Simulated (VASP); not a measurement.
# BaTiO3 (P1) in VASP: single point with PBE

Aim: the single point of BaTiO3 with PBE.

All numbers are computed with VASP 6.6.1; they aren't measurements. Logs are shortened: lines on timing, memory, paths and dates and some standing lists are left out, and cuts for length are marked.

## Step 1: The cell of the first run

The typed cell holds 5 atoms: a = 3.974 Å, b = 4.210 Å, c = 3.994 Å, α = 90.27°, β = 91.09°, γ = 88.62°.

## Step 2: Single point, PBE

Contents of INCAR:

```
SYSTEM = BaTiO3
PREC = Accurate
ENCUT = 1340
EDIFF = 1E-6
ISMEAR = 0
SIGMA = 0.01
LREAL = .False.
LASPH = .True.
NELM = 120
ALGO = Normal
ISIF = 2
LWAVE = .False.
LCHARG = .True.
GGA = PE
LELF = .True.
LVHAR = .True.
NBANDS = 28
GGA_COMPAT = .False.
```

Contents of KPOINTS:

```
regular mesh
0
Gamma
  4 4 4
  0 0 0
```

Contents of POSCAR:

```
BaTiO3
1.0
    3.9738700000      0.0491400000     -0.0376400000
    0.0491400000      4.2095200000     -0.0094600000
   -0.0378100000     -0.0095100000      3.9934200000
Ba Ti O
1 1 3
Direct
    0.0135340528      0.9970013417      0.0282073095
    0.5262100000      0.5032200000      0.4668900000
    0.4648300000      0.5315200000      0.0142500000
    0.4559600000      0.9838900000      0.4934600000
    0.0050800000      0.4811500000      0.5275000000
```

Potentials or basis: VASP PAW PBE potentials, release 64 (Ba_sv, Ti_sv, O_h).

Launch:

```
cat potpaw_PBE.64/Ba_sv/POTCAR potpaw_PBE.64/Ti_sv/POTCAR potpaw_PBE.64/O_h/POTCAR > POTCAR
mpirun -np 1 vasp_std > vasp.out
```

OUTCAR:

```text
SYSTEM = BaTiO3
   PREC = Accurate
   ENCUT = 1340
   EDIFF = 1E-6
   ISMEAR = 0
   LREAL = .False.
   LASPH = .True.
   NELM = 120
   ISIF = 2
   GGA = PE

 ion  position               nearest neighbor table
   1  0.014  0.997  0.028-   4 2.53   3 2.63   4 2.79   5 2.84   5 2.86   3 2.91   4 2.92   5 2.95
                             5 2.96   3 2.97   4 3.05   3 3.10   2 3.35   2 3.36   2 3.39   2 3.44
   2  0.526  0.503  0.467-   3 1.82   5 1.91   4 2.04   5 2.09   3 2.21   4 2.21   1 3.35   1 3.36
                             1 3.39   1 3.44   1 3.61   1 3.62   1 3.66   1 3.76
   3  0.465  0.532  0.014-   2 1.82   2 2.21   1 2.63   1 2.91   1 2.97   1 3.10
   4  0.456  0.984  0.493-   2 2.04   2 2.21   1 2.53   1 2.79   1 2.92   1 3.05
   5  0.005  0.481  0.528-   2 1.91   2 2.09   1 2.84   1 2.86   1 2.95   1 2.96

  LATTYP: Found a triclinic cell.
 ALAT       =     5.8585845446
 B/A-ratio  =     0.6783809346
 C/A-ratio  =     0.9881171608
 COS(alpha) =     0.0044097203
 COS(beta)  =     0.5231982337
 COS(gamma) =     0.6956669043

  Lattice vectors:

 A1 = (  -4.0230100000,  -4.2586600000,   0.0471000000)
 A2 = (  -3.9738700000,  -0.0491400000,   0.0376400000)
 A3 = (  -0.0113300000,  -4.2000100000,  -3.9839600000)

Analysis of symmetry for initial positions (statically):
=====================================================================
 Subroutine PRICEL returns:
 Original cell was already a primitive cell.

 Routine SETGRP: Setting up the symmetry group for a
 triclinic supercell.

 Subroutine GETGRP returns: Found  1 space group operations
 (whereof  1 operations were pure point group operations)
 out of a pool of  2 trial point group operations.

The static configuration has the point symmetry C_1 .

Analysis of symmetry for dynamics (positions and initial velocities):
=====================================================================
 Subroutine PRICEL returns:
 Original cell was already a primitive cell.

 Routine SETGRP: Setting up the symmetry group for a
 triclinic supercell.

 Subroutine GETGRP returns: Found  1 space group operations
 (whereof  1 operations were pure point group operations)
 out of a pool of  2 trial point group operations.

The dynamic configuration has the point symmetry C_1 .

 Subroutine INISYM returns: Found  1 space group operations
 (whereof  1 operations are pure point group operations),
 and found     1 'primitive' translations

----------------------------------------------------------------------------------------

                                     Primitive cell

  volume of cell :      66.7863

  direct lattice vectors                    reciprocal lattice vectors
     3.973870000  0.049140000 -0.037640000     0.251702638 -0.002932921  0.002376155
     0.049140000  4.209520000 -0.009460000    -0.002932917  0.237592223  0.000538037
    -0.037810000 -0.009510000  3.993420000     0.002365477  0.000535187  0.250435599

  length of vectors
     3.974352059  4.209817438  3.993610313     0.251730940  0.237610934  0.250447342

  position of ions in fractional coordinates (direct lattice)
     0.013534053  0.997001342  0.028207309
     0.526210000  0.503220000  0.466890000
     0.464830000  0.531520000  0.014250000
     0.455960000  0.983890000  0.493460000
     0.005080000  0.481150000  0.527500000

  ion indices of the primitive-cell ions
   primitive index   ion index
                 1           1
                 2           2
                 3           3
                 4           4
                 5           5

----------------------------------------------------------------------------------------

 KPOINTS: regular mesh

Automatic generation of k-mesh.
 Grid dimensions read from file:
 generate k-points for:    4    4    4

 Generating k-lattice:

  Cartesian coordinates                     Fractional coordinates (reciprocal lattice)
     0.062925660 -0.000733230  0.000594039     0.250000000  0.000000000  0.000000000
    -0.000733229  0.059398056  0.000134509    -0.000000000  0.250000000  0.000000000
     0.000591369  0.000133797  0.062608900     0.000000000  0.000000000  0.250000000

  Length of vectors
     0.062932735  0.059402733  0.062611835

  Shift w.r.t. Gamma in fractional coordinates (k-lattice)
     0.000000000  0.000000000  0.000000000

 Subroutine IBZKPT returns following result:
 ===========================================

 Found     36 irreducible k-points:

 Following reciprocal coordinates:
            Coordinates               Weight
  0.000000  0.000000  0.000000      1.000000
  0.250000 -0.000000  0.000000      2.000000
  0.500000 -0.000000  0.000000      1.000000
 -0.000000  0.250000 -0.000000      2.000000
  0.250000  0.250000 -0.000000      2.000000
  0.500000  0.250000  0.000000      2.000000
[... 16 lines left out ...]
  0.000000 -0.250000  0.250000      2.000000
  0.250000 -0.250000  0.250000      2.000000
 [... further k-points ...]
   k-points           NKPTS =     36   k-points in BZ     NKDIM =     36   number of bands    NBANDS=     28
   number of dos      NEDOS =    301   number of ions     NIONS =      5
   total plane-waves  NPLWV = 115200
   dimension x,y,z NGX =    48 NGY =   50 NGZ =   48
   dimension x,y,z NGXF=    96 NGYF=  100 NGZF=   96
   ions per type =               1   1   3
   NGX,Y,Z   is equivalent  to a cutoff of  20.08, 19.75, 19.98 a.u.
   NGXF,Y,Z  is equivalent  to a cutoff of  40.16, 39.49, 39.96 a.u.
 SYSTEM =  BaTiO3
   PREC   = accura    normal or accurate (medium, high low for compatibility)
   ISTART =      0    job   : 0-new  1-cont  2-samecut
   ICHARG =      2    charge: 1-file 2-atom 10-const
   ISPIN  =      1    spin polarized calculation?
   LNONCOLLINEAR =      F non collinear calculations
   LSORBIT =      F    spin-orbit coupling
   LASPH  =      T    aspherical Exc in radial PAW
   ENCUT  = 1340.0 eV  98.49 Ry    9.92 a.u.  11.86 12.57 11.92*2*pi/ulx,y,z
   NELM   =    120;   NELMIN=  2; NELMDL= -5     # of ELM steps
   EDIFF  = 0.1E-05   stopping-criterion for ELM
   LREAL  =      F    real-space projection
   EDIFFG = 0.1E-04   stopping-criterion for IOM
   NSW    =      0    number of steps for IOM
   IBRION =     -1    ionic relax: 0-MD 1-quasi-New 2-CG
   NFREE  =      0    steps in history (QN), initial steepest desc. (CG)
   ISIF   =      2    stress and relaxation
   ISYM   =      2    0-nonsym 1-usesym 2-fastsym
   POTIM  = 0.5000    time-step for ionic-motion
   TEBEG  =    0.0;   TEEND  =   0.0 temperature during run
   PSTRESS=    0.0 pullay stress
   NELECT =      40.0000    total number of electrons
   NUPDOWN=      -1.0000    fix difference up-down
   EMIN   =  10.00;   EMAX   =-10.00  energy-range for DOS
   EFERMI =   0.00;   METHOD = LEGACY
   ISMEAR =     0;   SIGMA  =   0.01  broadening in eV -4-tet -1-fermi 0-gaus
   EFERMI_NEDOS =   21; number of points for ismear=-14 and -15
   IALGO  =     38    algorithm
   IMIX   =      4    mixing-type and parameters
     AMIX     =   0.40;   BMIX     =  1.00
     AMIX_MAG =   1.60;   BMIX_MAG =  1.00
  volume/ion in A,a.u.               =      13.36        90.14
  Fermi-wavevector in a.u.,A,eV,Ry     =   1.379957  2.607741 25.909334  1.904282
  Thomas-Fermi vector in A             =   2.504879
   LORBIT       =      0    0 simple, 1 ext, 2 COOP (PROOUT), +10 PAW based schemes
   GGA     = PE    functional components
   LHFCALC =     F    Hartree Fock is set to
   AEXX    =    0.0000 exact exchange contribution
   IVDW    =     0    specifies the selected vdW correction
   LEPSILON=     F    determine dielectric tensor
   LRPA    =     F    only Hartree local field effects (RPA)
 non-spin polarized calculation
 Gauss-broadening in eV      SIGMA  =   0.01
  energy-cutoff  :     1340.00
  volume of cell :       66.79
 maximum number of plane-waves:      7460
   NGX = 23   NGY = 25   NGZ = 23

 number of electron      39.9999999 magnetization

 Free energy of the ion-electron system (eV)
  ---------------------------------------------------
  ext. energy  EPLUGINS =         0.00000000
  ---------------------------------------------------
  free energy    TOTEN  =       -39.52733950 eV

  energy without entropy =      -39.52733950  energy(sigma->0) =      -39.52733950

 E-fermi :   3.9369     XC(G=0): -11.0254

 val. band max:        3.8829137791   @ k =   0.5000   0.5000   0.5000
 cond. band min:       5.9959279240   @ k =   0.0000   0.0000   0.0000
 fundamental gap:      2.1130141449
 Fermi energy:         3.9369190564

 k-point     1 :       0.0000    0.0000    0.0000
  band No.  band energies     occupation
      1     -52.7021      2.00000
      2     -28.9834      2.00000
      3     -28.9177      2.00000
      4     -28.9030      2.00000
      5     -21.0179      2.00000
      6     -13.0532      2.00000
[... 20 lines left out ...]
     27       9.1853      0.00000
     28      10.6285      0.00000

 k-point     2 :       0.2500   -0.0000    0.0000
  band No.  band energies     occupation
      1     -52.7015      2.00000
      2     -28.9826      2.00000
      3     -28.9354      2.00000
      4     -28.9109      2.00000
      5     -20.9608      2.00000
      6     -13.0590      2.00000
[... 20 lines left out ...]
     27      10.1504      0.00000
     28      11.9702      0.00000

 k-point     3 :       0.5000   -0.0000    0.0000
  band No.  band energies     occupation
      1     -52.7010      2.00000
      2     -28.9823      2.00000
      3     -28.9604      2.00000
      4     -28.9109      2.00000
      5     -20.9021      2.00000
      6     -13.1483      2.00000
[... 20 lines left out ...]
     27      11.3859      0.00000
     28      11.9399      0.00000

 k-point     4 :      -0.0000    0.2500   -0.0000
  band No.  band energies     occupation
      1     -52.7019      2.00000
      2     -28.9830      2.00000
      3     -28.9284      2.00000
      4     -28.9045      2.00000
      5     -20.9796      2.00000
      6     -13.1759      2.00000
[... 578 lines left out ...]
     27      11.5956      0.00000
     28      12.1457      0.00000

 k-point    23 :       0.0000   -0.2500    0.2500
  band No.  band energies     occupation
      1     -52.7014      2.00000
      2     -29.0079      2.00000
      3     -28.9272      2.00000
      4     -28.9035      2.00000
      5     -20.9315      2.00000
      6     -12.9940      2.00000
[... 20 lines left out ...]
     27      11.0235      0.00000
     28      11.9747      0.00000

 k-point    24 :       0.2500   -0.2500    0.2500
  band No.  band energies     occupation
      1     -52.7008      2.00000
      2     -29.0068      2.00000
      3     -28.9355      2.00000
      4     -28.9204      2.00000
      5     -20.8860      2.00000
      6     -12.8415      2.00000
[... 20 lines left out ...]
     27      11.2411      0.00000
     28      11.7027      0.00000

 [... further k-points ...]

------------------------ aborting loop because EDIFF is reached ----------------------------------------

  FORCE on cell =-STRESS in cart. coord.  units (eV):
  Direction    XX          YY          ZZ          XY          YZ          ZX
  --------------------------------------------------------------------------------------
  -------------------------------------------------------------------------------------
  Total        1.1757304     -1.7837990      2.5038160     -0.9845363      0.5453822      0.7447908
  in kB       28.2053081    -42.7926350     60.0655572    -23.6186367     13.0835043     17.8672371
  external PRESSURE =      15.1594101 kB  Pullay stress =       0.0000000 kB

 VOLUME and BASIS-vectors are now :
 -----------------------------------------------------------------------------
  energy-cutoff  :     1340.00
  volume of cell :       66.79
      direct lattice vectors                 reciprocal lattice vectors
     3.973870000  0.049140000 -0.037640000     0.251702638 -0.002932921  0.002376155
     0.049140000  4.209520000 -0.009460000    -0.002932917  0.237592223  0.000538037
    -0.037810000 -0.009510000  3.993420000     0.002365477  0.000535187  0.250435599

 POSITION                                       TOTAL-FORCE (eV/Angst)
 -----------------------------------------------------------------------------------
      0.10171      4.19729      0.10270        -0.519623      0.173703     -1.098810
      2.09817      2.13973      1.83992        -0.463322      0.637676      0.906027
      1.87275      2.26015      0.03438         1.070080     -0.972656      0.247243
      1.84162      4.15942      1.94412         1.414030      0.083992      0.435811
      0.02389      2.02064      2.10179        -1.501164      0.077285     -0.490272
 -----------------------------------------------------------------------------------
    total drift:                                0.000763      0.000240      0.000051

  FREE ENERGIE OF THE ION-ELECTRON SYSTEM (eV)
  ---------------------------------------------------
  free  energy   TOTEN  =       -39.5273395037 eV

  energy  without entropy=      -39.5273395037  energy(sigma->0) =      -39.52733950
```

Run time: 3.4 min. Hardware: 1 thread of Intel Xeon Platinum 8375C at 2.90GHz (Ice Lake), shared host; peak memory 0.51 GiB.

Results:

```
Free energy            : -39.5273 eV
Pressure               : 1.5 GPa
Largest force          : 1.581 eV/Å
Band gap on the k mesh : 2.11 eV (least direct gap 2.44 eV)
```

Forces in eV/Å, atoms in the order of the input:
```
Ba  -0.520  0.174 -1.099
Ti  -0.463  0.638  0.906
O    1.070 -0.973  0.247
O    1.414  0.084  0.436
O   -1.501  0.077 -0.490
```

Levels at points of the mesh, in eV from the valence-band top:
```tsv
k point	band 16	band 17	band 18	band 19	band 20	band 21	band 22	band 23	band 24	band 25
(0.00, 0.00, 0.00)	-1.46	-1.15	-0.86	-0.44	-0.33	2.11	2.28	2.95	3.82	4.55
(0.50, 0.00, 0.00)	-2.02	-1.80	-1.74	-0.82	-0.72	2.30	3.57	3.74	3.95	5.59
(0.00, 0.50, 0.00)	-2.05	-1.57	-1.23	-1.16	-0.77	2.88	3.00	3.34	4.50	5.21
(0.50, 0.50, 0.00)	-2.30	-1.40	-1.37	-1.28	-0.14	3.20	3.67	3.76	4.74	6.53
(0.00, 0.00, 0.50)	-1.94	-1.82	-1.45	-1.06	-0.76	2.42	3.39	3.70	3.96	5.70
(0.50, 0.00, 0.50)	-2.93	-1.43	-0.68	-0.48	-0.12	3.55	3.65	3.87	4.29	7.09
(0.00, 0.50, 0.50)	-2.15	-1.56	-1.12	-1.08	-0.26	3.05	3.70	3.77	4.67	6.75
(0.50, 0.50, 0.50)	-2.26	-2.16	-0.19	-0.06	0.00	3.67	3.87	4.01	5.77	6.10
```

Caveat: the stress differs along the axes, from -4 to 6 GPa; spin-orbit coupling is left out, which moves the levels of the heavy elements; forces of over 1 eV/Å act on the atoms, so gaps and moduli don't describe the material at rest. A hybrid or GW would open this gap; PBE tends to underestimate it.
